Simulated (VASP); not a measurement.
## C: single point with LDA

C:

```
CELL_PARAMETERS angstrom
1.70561 0.00000 0.00000
0.00000 1.70561 0.00000
0.00000 0.00000 1.70561
ATOMIC_POSITIONS crystal
C 0.00000 0.00000 0.00000
```

| Item | Value |
| --- | --- |
| Program | VASP 6.6.1 |
| Task | single point |
| Functional | LDA |
| Potentials or basis | VASP PAW LDA potentials, release 64 (C) |
| Cutoff | 520 eV |
| k mesh | 12 × 12 × 12 |
| Occupations | methfessel-paxton, width 0.05 eV |
| Spin | no spin polarisation |

```yaml
Pressure: 31.1 GPa
Band_gap_on_the_k_mesh: zero (band 2 reaches 23.01 eV, above the bottom of band 3 at 11.03 eV)
```

Levels at points of the mesh, in eV from the Fermi level:
| k point | band 1 | band 2 | band 3 | band 4 | band 5 | band 6 |
| --- | --- | --- | --- | --- | --- | --- |
| (0.00, 0.00, 0.00) | -23.66 | 10.30 | 10.30 | 10.30 | 26.98 | 26.98 |
| (0.50, 0.00, 0.00) | -13.59 | -12.99 | 14.07 | 14.07 | 31.65 | 35.60 |
| (0.50, 0.50, 0.00) | -6.71 | -6.71 | -1.68 | 7.88 | 17.10 | 44.66 |
| (0.50, 0.50, 0.50) | -1.04 | -1.04 | -1.04 | 11.60 | 18.09 | 18.09 |

Run time: 2.6 s on 1 thread of AMD EPYC 7R13 Processor (Zen 3), on a shared host, peak memory 0.07 GiB.
